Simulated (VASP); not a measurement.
# Au (P-3m1) in VASP: single point with PBEsol

Aim: the single point of Au with PBEsol.

Program: VASP 6.6.1. These are calculated values, not measurements. Logs are shortened: lines on timing, memory, paths and dates and some standing lists are left out, and cuts for length are marked.

**1. The cell of the first run**

The structure is trigonal, space group P-3m1 (No. 164). Conventional cell: a = 2.893 Å, b = 2.893 Å, c = 18.672 Å, α = 90.00°, β = 90.00°, γ = 120.00°. Within 3.8 Å of Au (site symmetry 3m) lie 9 Au at 2.89 Å. Within 3.8 Å of Au (site symmetry 3m) lie 12 Au at 2.89 Å. Au (site symmetry 3m) has 12 Au at 2.89 Å within 3.8 Å.

**2. Single point, PBEsol (the distance across one plane changed)**

INCAR

```
PREC = Accurate
ENCUT = 520
EDIFF = 1E-7
ISMEAR = 0
SIGMA = 0.15
LREAL = False
LASPH = True
NELM = 60
ALGO = Fast
ISIF = 2
LWAVE = False
LCHARG = False
GGA = PS
NBANDS = 42
```

KPOINTS

```
Automatic mesh
0
Gamma
  18 18 4
```

POSCAR

```
Au
1.0
    2.0455000000     -2.0455000000      0.0000000000
    2.0455000000      0.0000000000     -2.0455000000
   10.7800762114     10.7800762114     10.7800762114
Au
6
Direct
    0.6666666667      0.6666666667      0.0632367484
    0.0000000000      0.0000000000      0.6957307307
    0.3333333333      0.3333333333      0.1897355448
    0.6666666667      0.6666666667      0.4427331378
    0.0000000000      0.0000000000      0.3162343413
    0.3333333333      0.3333333333      0.5692319343
```

Potentials or basis: VASP PAW PBE potentials, release 64 (Au).

Launch:

```console
> cat potpaw_PBE.64/Au/POTCAR > POTCAR
> mpirun -np 1 vasp_std > vasp.out
```

OUTCAR:

```text
PREC = Accurate
   ENCUT = 520
   EDIFF = 1E-7
   ISMEAR = 0
   LREAL = False
   LASPH = True
   NELM = 60
   ISIF = 2
   GGA = PS

 ion  position               nearest neighbor table
   1  0.667  0.667  0.063-   3 2.89   3 2.89   3 2.89
   2  0.000  0.000  0.696-   6 2.89   6 2.89   6 2.89
   3  0.333  0.333  0.190-   1 2.89   1 2.89   1 2.89   5 2.89   5 2.89   5 2.89
   4  0.667  0.667  0.443-   5 2.89   6 2.89   6 2.89   5 2.89   5 2.89   6 2.89
   5  0.000  0.000  0.316-   4 2.89   3 2.89   4 2.89   4 2.89   3 2.89   3 2.89
   6  0.333  0.333  0.569-   2 2.89   2 2.89   2 2.89   4 2.89   4 2.89   4 2.89

  LATTYP: Found a hexagonal cell.
 ALAT       =     2.8927738418
 C/A-ratio  =     6.4545798353

  Lattice vectors:

 A1 = (  -2.0455000000,   0.0000000000,   2.0455000000)
 A2 = (   2.0455000000,  -2.0455000000,   0.0000000000)
 A3 = (  10.7800762114,  10.7800762114,  10.7800762114)

Analysis of symmetry for initial positions (statically):
=====================================================================
 Subroutine PRICEL returns:
 Original cell was already a primitive cell.

 Routine SETGRP: Setting up the symmetry group for a
 hexagonal supercell.

 Subroutine GETGRP returns: Found 12 space group operations
 (whereof  6 operations were pure point group operations)
 out of a pool of 24 trial point group operations.

The static configuration has the point symmetry C_3v.
 The point group associated with its full space group is D_3d.

Analysis of symmetry for dynamics (positions and initial velocities):
=====================================================================
 Subroutine PRICEL returns:
 Original cell was already a primitive cell.

 Routine SETGRP: Setting up the symmetry group for a
 hexagonal supercell.

 Subroutine GETGRP returns: Found 12 space group operations
 (whereof  6 operations were pure point group operations)
 out of a pool of 24 trial point group operations.

The dynamic configuration has the point symmetry C_3v.
 The point group associated with its full space group is D_3d.

 Subroutine INISYM returns: Found 12 space group operations
 (whereof  6 operations are pure point group operations),
 and found     1 'primitive' translations

----------------------------------------------------------------------------------------

                                     Primitive cell

  volume of cell :     135.3138

[... 100 lines left out ...]
   IBRION =     -1    ionic relax: 0-MD 1-quasi-New 2-CG
   NFREE  =      0    steps in history (QN), initial steepest desc. (CG)
   ISIF   =      2    stress and relaxation
   ISYM   =      2    0-nonsym 1-usesym 2-fastsym
   POTIM  = 0.5000    time-step for ionic-motion
   TEBEG  =    0.0;   TEEND  =   0.0 temperature during run
   PSTRESS=    0.0 pullay stress
   NELECT =      66.0000    total number of electrons
   NUPDOWN=      -1.0000    fix difference up-down
   EMIN   =  10.00;   EMAX   =-10.00  energy-range for DOS
   EFERMI =   0.00;   METHOD = LEGACY
   ISMEAR =     0;   SIGMA  =   0.15  broadening in eV -4-tet -1-fermi 0-gaus
   EFERMI_NEDOS =   21; number of points for ismear=-14 and -15
   IALGO  =     68    algorithm
   IMIX   =      4    mixing-type and parameters
     AMIX     =   0.40;   BMIX     =  1.00
     AMIX_MAG =   1.60;   BMIX_MAG =  1.00
  volume/ion in A,a.u.               =      22.55       152.19
  Fermi-wavevector in a.u.,A,eV,Ry     =   1.288671  2.435235 22.594834  1.660673
  Thomas-Fermi vector in A             =   2.420611
   LORBIT       =      0    0 simple, 1 ext, 2 COOP (PROOUT), +10 PAW based schemes
   GGA     = PS    functional components
   LHFCALC =     F    Hartree Fock is set to
   AEXX    =    0.0000 exact exchange contribution
   IVDW    =     0    specifies the selected vdW correction
   LEPSILON=     F    determine dielectric tensor
   LRPA    =     F    only Hartree local field effects (RPA)
 non-spin polarized calculation
 RMM-DIIS sequential band-by-band and
 Gauss-broadening in eV      SIGMA  =   0.15
  energy-cutoff  :      520.00
  volume of cell :      135.31
 maximum number of plane-waves:      3707
 NGX is ok and might be reduce to    24
   NGX = 11   NGY = 11   NGZ = 69

 number of electron      66.0000010 magnetization

 Free energy of the ion-electron system (eV)
  ---------------------------------------------------
  ext. energy  EPLUGINS =         0.00000000
  ---------------------------------------------------
  free energy    TOTEN  =       -22.66020572 eV

  energy without entropy =      -22.64602720  energy(sigma->0) =      -22.65311646

 E-fermi :   5.6217     XC(G=0): -10.4681

 val. band max:        5.6104327764   @ k =   0.1111   0.0000   0.5000
 cond. band min:       5.6345398876   @ k =   0.0000   0.0000   0.5000
 fundamental gap:      0.0241071112
 Fermi energy:         5.6217104458

 k-point     1 :       0.0000    0.0000    0.0000
  band No.  band energies     occupation
      1      -3.9677      2.00000
      2      -3.3470      2.00000
      3      -2.4911      2.00000
      4      -1.7821      2.00000
      5      -1.4739      2.00000
      6      -1.4473      2.00000
[... 1069 lines left out ...]
     41      11.9576      0.00000
     42      12.9244      0.00000

 [... further k-points ...]

------------------------ aborting loop because EDIFF is reached ----------------------------------------

  FORCE on cell =-STRESS in cart. coord.  units (eV):
  Direction    XX          YY          ZZ          XY          YZ          ZX
  --------------------------------------------------------------------------------------
  -------------------------------------------------------------------------------------
  Total       -2.7145319     -2.7145319     -2.7145319      0.9812181      0.9812181      0.9812181
  in kB      -32.1413035    -32.1413035    -32.1413035     11.6180729     11.6180729     11.6180729
  external PRESSURE =     -32.1413035 kB  Pullay stress =       0.0000000 kB

 VOLUME and BASIS-vectors are now :
 -----------------------------------------------------------------------------
  energy-cutoff  :      520.00
  volume of cell :      135.31
      direct lattice vectors                 reciprocal lattice vectors
     2.045500000 -2.045500000  0.000000000     0.162959342 -0.325918683  0.162959342
     2.045500000  0.000000000 -2.045500000     0.162959342  0.162959342 -0.325918683
    10.780076211 10.780076211 10.780076211     0.030921241  0.030921241  0.030921241

 POSITION                                       TOTAL-FORCE (eV/Angst)
 -----------------------------------------------------------------------------------
      3.40903     -0.68197     -0.68197        -0.010183     -0.010183     -0.010183
      7.50003      7.50003      7.50003         0.010183      0.010183      0.010183
      3.40903      1.36353      1.36353         0.071682      0.071682      0.071682
      7.50003      3.40903      3.40903         0.003041      0.003041      0.003041
      3.40903      3.40903      3.40903        -0.003041     -0.003041     -0.003041
      7.50003      5.45453      5.45453        -0.071682     -0.071682     -0.071682
 -----------------------------------------------------------------------------------
    total drift:                               -0.000005     -0.000005     -0.000005

  FREE ENERGIE OF THE ION-ELECTRON SYSTEM (eV)
  ---------------------------------------------------
  free  energy   TOTEN  =       -22.6602057194 eV

  energy  without entropy=      -22.6460271967  energy(sigma->0) =      -22.65311646
```

Wall time 6.2 min (1 thread of Intel Xeon 6975P-C (Granite Rapids), shared host); peak memory 0.65 GiB.

Results:

```
Free energy            : -22.6602 eV
Pressure               : -3.2 GPa
Largest force          : 0.124 eV/Å
Band gap on the k mesh : zero (bands 33 and 34 overlap by 4.74 eV)
```

Forces in eV/Å, atoms in the order of the input:
```
Au  -0.010 -0.010 -0.010
Au   0.010  0.010  0.010
Au   0.072  0.072  0.072
Au   0.003  0.003  0.003
Au  -0.003 -0.003 -0.003
Au  -0.072 -0.072 -0.072
```

Stress tensor (GPa, compression positive):
```
-3.21  1.16  1.16
 1.16 -3.21  1.16
 1.16  1.16 -3.21
```

Caveat: the cell differs from its parent crystal (the distance across one plane changed); the cell stands under tension; the PAW data sets were made with another functional, which shifts forces and pressure a little; spin-orbit coupling is left out, which moves the levels of the heavy elements.
